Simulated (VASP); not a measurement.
# YHg (Pm-3m) in VASP: a series of runs

Runs on YHg. Level: LDA. Tasks: single point.

Everything below comes from runs of VASP 6.6.1. Logs are shortened: lines on timing, memory, paths and dates and some standing lists are left out, and cuts for length are marked.

## (1) The cell of the first run

It takes space group Pm-3m (No. 221, cubic). The conventional cell has a = 3.657 Å, b = 3.657 Å, c = 3.657 Å, α = 90.00°, β = 90.00°, γ = 90.00°. Within 4.2 Å of Y (site symmetry m-3m) lie 8 Hg at 3.17 Å and 6 Y at 3.66 Å. Within 4.2 Å of Hg (site symmetry m-3m) lie 8 Y at 3.17 Å and 6 Hg at 3.66 Å.

## (2) Single point, LDA (24.46 Å³/atom)

Contents of INCAR:

```
SYSTEM = YHg
ALGO = Normal ; EDIFF = 1E-6
ENCUT = 520 ; ISIF = 2
ISMEAR = -1 ; LASPH = .True.
LCHARG = .False. ; LREAL = .False.
LWAVE = .False. ; NBANDS = 18
NELM = 80 ; PREC = Accurate
SIGMA = 0.08
```

Contents of KPOINTS:

```
k-points
0
Gamma
  11 11 11
  0 0 0
```

Contents of POSCAR:

```
YHg
1.0
    3.6572878460      0.0000000000      0.0000000000
    0.0000000000      3.6572878460      0.0000000000
    0.0000000000      0.0000000000      3.6572878460
Y Hg
1 1
Direct
    0.5000000000      0.5000000000      0.5000000000
    0.0000000000      0.0000000000      0.0000000000
```

Potentials or basis: VASP PAW LDA potentials, release 64 (Y_sv, Hg).

Started as:

```
$ cat potpaw_LDA.64/Y_sv/POTCAR potpaw_LDA.64/Hg/POTCAR > POTCAR
$ mpirun -np 1 vasp_std > vasp.out
```

OUTCAR:

```text
SYSTEM = YHg
   EDIFF = 1E-6
   ENCUT = 520
   ISIF = 2
   ISMEAR = -1
   LASPH = .True.
   LREAL = .False.
   NELM = 80
   PREC = Accurate

 ion  position               nearest neighbor table
   1  0.500  0.500  0.500-   2 3.17   2 3.17   2 3.17   2 3.17   2 3.17   2 3.17   2 3.17   2 3.17

   2  0.000  0.000  0.000-   1 3.17   1 3.17   1 3.17   1 3.17   1 3.17   1 3.17   1 3.17   1 3.17

  LATTYP: Found a simple cubic cell.
 ALAT       =     3.6572878460

  Lattice vectors:

 A1 = (   3.6572878460,   0.0000000000,   0.0000000000)
 A2 = (   0.0000000000,   3.6572878460,   0.0000000000)
 A3 = (   0.0000000000,   0.0000000000,   3.6572878460)

Analysis of symmetry for initial positions (statically):
=====================================================================
 Subroutine PRICEL returns:
 Original cell was already a primitive cell.

 Routine SETGRP: Setting up the symmetry group for a
 simple cubic supercell.

 Subroutine GETGRP returns: Found 48 space group operations
 (whereof 48 operations were pure point group operations)
 out of a pool of 48 trial point group operations.

The static configuration has the point symmetry O_h .

Analysis of symmetry for dynamics (positions and initial velocities):
=====================================================================
 Subroutine PRICEL returns:
 Original cell was already a primitive cell.

 Routine SETGRP: Setting up the symmetry group for a
 simple cubic supercell.

 Subroutine GETGRP returns: Found 48 space group operations
 (whereof 48 operations were pure point group operations)
 out of a pool of 48 trial point group operations.

The dynamic configuration has the point symmetry O_h .

 Subroutine INISYM returns: Found 48 space group operations
 (whereof 48 operations are pure point group operations),
 and found     1 'primitive' translations

----------------------------------------------------------------------------------------

                                     Primitive cell

  volume of cell :      48.9190

  direct lattice vectors                    reciprocal lattice vectors
     3.657287846  0.000000000  0.000000000     0.273426660  0.000000000  0.000000000
     0.000000000  3.657287846  0.000000000     0.000000000  0.273426660  0.000000000
     0.000000000  0.000000000  3.657287846     0.000000000  0.000000000  0.273426660

  length of vectors
     3.657287846  3.657287846  3.657287846     0.273426660  0.273426660  0.273426660

  position of ions in fractional coordinates (direct lattice)
     0.500000000  0.500000000  0.500000000
     0.000000000  0.000000000  0.000000000

  ion indices of the primitive-cell ions
   primitive index   ion index
                 1           1
                 2           2

----------------------------------------------------------------------------------------

 KPOINTS: k-points

Automatic generation of k-mesh.
 Grid dimensions read from file:
 generate k-points for:   11   11   11

 Generating k-lattice:

  Cartesian coordinates                     Fractional coordinates (reciprocal lattice)
     0.024856969  0.000000000  0.000000000     0.090909091  0.000000000  0.000000000
     0.000000000  0.024856969  0.000000000     0.000000000  0.090909091  0.000000000
     0.000000000  0.000000000  0.024856969     0.000000000  0.000000000  0.090909091

  Length of vectors
     0.024856969  0.024856969  0.024856969

  Shift w.r.t. Gamma in fractional coordinates (k-lattice)
     0.000000000  0.000000000  0.000000000

 Subroutine IBZKPT returns following result:
 ===========================================

 Found     56 irreducible k-points:

 Following reciprocal coordinates:
            Coordinates               Weight
  0.000000  0.000000  0.000000      1.000000
  0.090909  0.000000  0.000000      6.000000
  0.181818  0.000000  0.000000      6.000000
  0.272727  0.000000  0.000000      6.000000
  0.363636  0.000000  0.000000      6.000000
  0.454545  0.000000  0.000000      6.000000
[... 16 lines left out ...]
  0.181818  0.090909  0.090909     24.000000
  0.272727  0.090909  0.090909     24.000000
 [... further k-points ...]
   k-points           NKPTS =     56   k-points in BZ     NKDIM =     56   number of bands    NBANDS=     18
   number of dos      NEDOS =    301   number of ions     NIONS =      2
   total plane-waves  NPLWV =  21952
   dimension x,y,z NGX =    28 NGY =   28 NGZ =   28
   dimension x,y,z NGXF=    56 NGYF=   56 NGZF=   56
   ions per type =               1   1
   NGX,Y,Z   is equivalent  to a cutoff of  12.73, 12.73, 12.73 a.u.
   NGXF,Y,Z  is equivalent  to a cutoff of  25.46, 25.46, 25.46 a.u.
 SYSTEM =  YHg
   PREC   = accura    normal or accurate (medium, high low for compatibility)
   ISTART =      0    job   : 0-new  1-cont  2-samecut
   ICHARG =      2    charge: 1-file 2-atom 10-const
   ISPIN  =      1    spin polarized calculation?
   LNONCOLLINEAR =      F non collinear calculations
   LSORBIT =      F    spin-orbit coupling
   LASPH  =      T    aspherical Exc in radial PAW
   ENCUT  =  520.0 eV  38.22 Ry    6.18 a.u.   6.80  6.80  6.80*2*pi/ulx,y,z
   NELM   =     80;   NELMIN=  2; NELMDL= -5     # of ELM steps
   EDIFF  = 0.1E-05   stopping-criterion for ELM
   LREAL  =      F    real-space projection
   EDIFFG = 0.1E-04   stopping-criterion for IOM
   NSW    =      0    number of steps for IOM
   IBRION =     -1    ionic relax: 0-MD 1-quasi-New 2-CG
   NFREE  =      0    steps in history (QN), initial steepest desc. (CG)
   ISIF   =      2    stress and relaxation
   ISYM   =      2    0-nonsym 1-usesym 2-fastsym
   POTIM  = 0.5000    time-step for ionic-motion
   TEBEG  =    0.0;   TEEND  =   0.0 temperature during run
   PSTRESS=    0.0 pullay stress
   NELECT =      23.0000    total number of electrons
   NUPDOWN=      -1.0000    fix difference up-down
   EMIN   =  10.00;   EMAX   =-10.00  energy-range for DOS
   EFERMI =   0.00;   METHOD = LEGACY
   ISMEAR =    -1;   SIGMA  =   0.08  broadening in eV -4-tet -1-fermi 0-gaus
   EFERMI_NEDOS =   21; number of points for ismear=-14 and -15
   IALGO  =     38    algorithm
   IMIX   =      4    mixing-type and parameters
     AMIX     =   0.40;   BMIX     =  1.00
     AMIX_MAG =   1.60;   BMIX_MAG =  1.00
  volume/ion in A,a.u.               =      24.46       165.06
  Fermi-wavevector in a.u.,A,eV,Ry     =   1.272990  2.405602 22.048287  1.620503
  Thomas-Fermi vector in A             =   2.405838
   LORBIT       =      0    0 simple, 1 ext, 2 COOP (PROOUT), +10 PAW based schemes
   GGA     = CA    functional components
   LHFCALC =     F    Hartree Fock is set to
   AEXX    =    0.0000 exact exchange contribution
   IVDW    =     0    specifies the selected vdW correction
   LEPSILON=     F    determine dielectric tensor
   LRPA    =     F    only Hartree local field effects (RPA)
 non-spin polarized calculation
  energy-cutoff  :      520.00
  volume of cell :       48.92
 maximum number of plane-waves:      1357
 NGX is ok and might be reduce to    28
   NGX = 13   NGY = 13   NGZ = 13

 number of electron      22.9999996 magnetization

 Free energy of the ion-electron system (eV)
  ---------------------------------------------------
  ext. energy  EPLUGINS =         0.00000000
  ---------------------------------------------------
  free energy    TOTEN  =        -9.22140539 eV

  energy without entropy =       -9.17552437  energy(sigma->0) =       -9.19846488

 E-fermi :   3.9830     XC(G=0): -10.9627

 val. band max:        3.9759207254   @ k =   0.4545   0.0000   0.0000
 cond. band min:       4.0017345183   @ k =   0.3636   0.2727   0.0000
 fundamental gap:      0.0258137928
 Fermi energy:         3.9829751168

 k-point     1 :       0.0000    0.0000    0.0000
  band No.  band energies     occupation
      1     -38.8692      2.00000
      2     -18.8744      2.00000
      3     -18.8744      2.00000
      4     -18.8744      2.00000
      5      -4.1166      2.00000
      6      -3.8758      2.00000
[... 10 lines left out ...]
     17       8.5103      0.00000
     18       8.5103      0.00000

 k-point     2 :       0.0909    0.0000    0.0000
  band No.  band energies     occupation
      1     -38.8677      2.00000
      2     -18.8981      2.00000
      3     -18.8729      2.00000
      4     -18.8729      2.00000
      5      -3.9990      2.00000
      6      -3.8630      2.00000
[... 10 lines left out ...]
     17       9.3234      0.00000
     18       9.3234      0.00000

 k-point     3 :       0.1818    0.0000    0.0000
  band No.  band energies     occupation
      1     -38.8637      2.00000
      2     -18.9610      2.00000
      3     -18.8689      2.00000
      4     -18.8689      2.00000
      5      -3.8284      2.00000
      6      -3.7907      2.00000
[... 10 lines left out ...]
     17      10.4767      0.00000
     18      10.4767      0.00000

 k-point     4 :       0.2727    0.0000    0.0000
  band No.  band energies     occupation
      1     -38.8585      2.00000
      2     -19.0419      2.00000
      3     -18.8636      2.00000
      4     -18.8636      2.00000
      5      -3.7823      2.00000
      6      -3.6523      2.00000
[... 10 lines left out ...]
     17      11.7245      0.00000
     18      11.7245      0.00000

 k-point     5 :       0.3636    0.0000    0.0000
  band No.  band energies     occupation
      1     -38.8537      2.00000
      2     -19.1150      2.00000
      3     -18.8587      2.00000
      4     -18.8587      2.00000
      5      -3.7390      2.00000
      6      -3.5377      2.00000
[... 10 lines left out ...]
     17      13.0504      0.00000
     18      13.0505      0.00000

 k-point     6 :       0.4545    0.0000    0.0000
  band No.  band energies     occupation
      1     -38.8508      2.00000
      2     -19.1578      2.00000
      3     -18.8558      2.00000
      4     -18.8558      2.00000
      5      -3.7128      2.00000
      6      -3.4712      2.00000
[... 10 lines left out ...]
     17      12.9771      0.00000
     18      13.3281      0.00000

 k-point     7 :       0.0909    0.0909    0.0000
  band No.  band energies     occupation
      1     -38.8662      2.00000
      2     -18.8991      2.00000
      3     -18.8937      2.00000
      4     -18.8713      2.00000
      5      -3.8944      2.00000
      6      -3.8221      2.00000
[... 10 lines left out ...]
     17       8.9516      0.00000
     18       9.7933      0.00000

 k-point     8 :       0.1818    0.0909    0.0000
  band No.  band energies     occupation
      1     -38.8622      2.00000
      2     -18.9589      2.00000
      3     -18.8914      2.00000
      4     -18.8671      2.00000
      5      -3.8069      2.00000
      6      -3.7311      2.00000
[... 10 lines left out ...]
     17       9.8335      0.00000
     18      10.7498      0.00000
[... 229 lines left out ...]
     17       9.6237      0.00000
     18      11.5344      0.00000

 k-point    20 :       0.4545    0.3636    0.0000
  band No.  band energies     occupation
      1     -38.8366      2.00000
      2     -19.1141      2.00000
      3     -19.0678      2.00000
      4     -18.8312      2.00000
      5      -3.8275      2.00000
      6      -3.7247      2.00000
[... 10 lines left out ...]
     17       9.8400      0.00000
     18      10.9560      0.00000

 k-point    21 :       0.4545    0.4545    0.0000
  band No.  band energies     occupation
      1     -38.8340      2.00000
      2     -19.1066      2.00000
      3     -19.1052      2.00000
      4     -18.8266      2.00000
      5      -3.8926      2.00000
      6      -3.7459      2.00000
[... 10 lines left out ...]
     17       9.6376      0.00000
     18      10.7791      0.00000

 k-point    22 :       0.0909    0.0909    0.0909
  band No.  band energies     occupation
      1     -38.8647      2.00000
      2     -18.8995      2.00000
      3     -18.8921      2.00000
      4     -18.8921      2.00000
      5      -3.7916      2.00000
      6      -3.7916      2.00000
[... 10 lines left out ...]
     17       9.2918      0.00000
     18       9.2918      0.00000

 k-point    23 :       0.1818    0.0909    0.0909
  band No.  band energies     occupation
      1     -38.8608      2.00000
      2     -18.9568      2.00000
      3     -18.8911      2.00000
      4     -18.8880      2.00000
      5      -3.7620      2.00000
      6      -3.7022      2.00000
[... 10 lines left out ...]
     17       9.8921      0.00000
     18      10.4287      0.00000

 k-point    24 :       0.2727    0.0909    0.0909
  band No.  band energies     occupation
      1     -38.8556      2.00000
      2     -19.0360      2.00000
      3     -18.8843      2.00000
      4     -18.8825      2.00000
      5      -3.7225      2.00000
      6      -3.5925      2.00000
[... 10 lines left out ...]
     17      10.6600      0.00000
     18      11.5995      0.00000

 [... further k-points ...]

------------------------ aborting loop because EDIFF is reached ----------------------------------------

  FORCE on cell =-STRESS in cart. coord.  units (eV):
  Direction    XX          YY          ZZ          XY          YZ          ZX
  --------------------------------------------------------------------------------------
  -------------------------------------------------------------------------------------
  Total       -0.5714303     -0.5714303     -0.5714303      0.0000000     -0.0000000      0.0000000
  in kB      -18.7152838    -18.7152838    -18.7152838      0.0000000     -0.0000000      0.0000000
  external PRESSURE =     -18.7152838 kB  Pullay stress =       0.0000000 kB

 VOLUME and BASIS-vectors are now :
 -----------------------------------------------------------------------------
  energy-cutoff  :      520.00
  volume of cell :       48.92
      direct lattice vectors                 reciprocal lattice vectors
     3.657287846  0.000000000  0.000000000     0.273426660  0.000000000  0.000000000
     0.000000000  3.657287846  0.000000000     0.000000000  0.273426660  0.000000000
     0.000000000  0.000000000  3.657287846     0.000000000  0.000000000  0.273426660

 POSITION                                       TOTAL-FORCE (eV/Angst)
 -----------------------------------------------------------------------------------
      1.82864      1.82864      1.82864         0.000000      0.000000      0.000000
      0.00000      0.00000      0.00000         0.000000      0.000000      0.000000
 -----------------------------------------------------------------------------------
    total drift:                               -0.000000      0.000000      0.000000

  FREE ENERGIE OF THE ION-ELECTRON SYSTEM (eV)
  ---------------------------------------------------
  free  energy   TOTEN  =        -9.2214053917 eV

  energy  without entropy=       -9.1755243703  energy(sigma->0) =       -9.19846488
```

It took 37 s on 1 thread of Intel Xeon 8259CL, shared host; peak memory 0.19 GiB.

What came out:

```
Free energy            : -9.2214 eV
Pressure               : -1.9 GPa
Band gap on the k mesh : zero (an odd number of electrons rules out a gap without spin polarisation)
```

Caveat: spin-orbit coupling is left out, which moves the levels of the heavy elements.

## (3) Single point, LDA (24.71 Å³/atom)

This run uses another cell than the first one, of 24.71 Å³/atom.

Contents of INCAR:

```
SYSTEM = YHg
PREC = Accurate ; ENCUT = 520
EDIFF = 1E-7 ; ISMEAR = -1
SIGMA = 0.08 ; LREAL = .FALSE.
LASPH = .TRUE. ; NELM = 80
ALGO = Normal ; ISIF = 2
LWAVE = .FALSE. ; LCHARG = .FALSE.
GGA = CA ; NBANDS = 18
```

Contents of KPOINTS:

```
regular mesh
0
G
  11 11 11
  0 0 0
```

Contents of POSCAR:

```
YHg
1.0
    3.6696855268      0.0000000000      0.0000000000
    0.0000000000      3.6696855268      0.0000000000
    0.0000000000      0.0000000000      3.6696855268
Y Hg
1 1
Direct
    0.5000000000      0.5000000000      0.5000000000
    0.0000000000      0.0000000000      0.0000000000
```

Potentials or basis: VASP PAW LDA potentials, release 64 (Y_sv, Hg).

Started as:

```
$ cat potpaw_LDA.64/Y_sv/POTCAR potpaw_LDA.64/Hg/POTCAR > POTCAR
$ mpirun -np 1 vasp_std > vasp.out
```

It took 40 s on 1 thread of Intel Xeon 8259CL, shared host; peak memory 0.19 GiB.

Results (log left out):

* Free energy: -9.2146 eV
* Pressure: -2.6 GPa
* Band gap on the k mesh: zero (an odd number of electrons rules out a gap without spin polarisation)

Levels at points of the mesh, in eV from the Fermi level:
| k point | band 7 | band 8 | band 9 | band 10 | band 11 | band 12 | band 13 | band 14 | band 15 | band 16 |
| --- | --- | --- | --- | --- | --- | --- | --- | --- | --- | --- |
| (0.00, 0.00, 0.00) | -7.82 | -7.23 | -7.23 | -7.23 | 0.25 | 0.25 | 3.84 | 3.84 | 3.84 | 4.49 |

Caveat: spin-orbit coupling is left out, which moves the levels of the heavy elements.

(Part 1 of 2 ends here.)
